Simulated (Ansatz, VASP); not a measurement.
Two plane-wave programs on HfN

```
CELL_PARAMETERS angstrom
0.00000 2.49507 2.49507
2.49507 0.00000 2.49507
2.49507 2.49507 0.00000
ATOMIC_POSITIONS crystal
Hf 0.00000 0.00000 0.00000
N 0.75000 0.75000 0.75000
```

Alike in both runs: task single point; functional PBE; k mesh 8 × 8 × 8; occupations fermi-dirac, width 0.05 eV; no spin polarisation.

```csv
,VASP,Ansatz
version,VASP 6.6.1,Ansatz 0.2.0
potentials or method,"VASP PAW PBE potentials, release 64 (Hf_pv, N), cutoff 520 eV","plane waves, PAW"
valence electrons in the cell,15,31
```

|  | VASP | Ansatz | Ansatz less VASP |
| --- | --- | --- | --- |
| pressure (GPa) | -8.9 | -7.9 | +1.04 |

With one functional, cell and mesh, what is left measures potentials, basis and numerics. VASP's potentials hold 15 valence electrons a cell and Ansatz's 31, so a difference there can come from the potentials and not from the codes.

Spin-orbit coupling is off throughout.
